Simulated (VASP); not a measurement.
A run of VASP 6.6.1:

File INCAR:

```
SYSTEM = Hg
ALGO = Normal
EDIFF = 1E-6
ENCUT = 520
GGA = PS
ISIF = 2
ISMEAR = -1
LASPH = .TRUE.
LCHARG = .TRUE.
LELF = .TRUE.
LREAL = .FALSE.
LVHAR = .TRUE.
LWAVE = .FALSE.
NBANDS = 12
NELM = 80
PREC = Accurate
SIGMA = 0.15
```

Contents of KPOINTS:

```
k-points
0
G
  9 9 9
  0 0 0
```

Contents of POSCAR:

```
Hg
1.0
   -1.8449212015      1.8449212015      1.8843496766
    1.8449212015     -1.8449212015      1.8843496766
    1.8449212015      1.8449212015     -1.8843496766
Hg
1
Direct
    0.5000000000      0.5000000000      0.0000000000
```

Potentials or basis: VASP PAW PBE potentials, release 64 (Hg).

The run is started by

```console
$ cat potpaw_PBE.64/Hg/POTCAR > POTCAR
$ mpirun -np 1 vasp_std > vasp.out
```

Hardware: 1 thread of Intel Xeon 6975P-C, with other jobs on the host.

Estimate the wall time of this run.

Wall time 8.5 s on 1 thread of Intel Xeon 6975P-C (shared host), peak memory 0.15 GiB. Counts: scf iterations 11, k points 75.
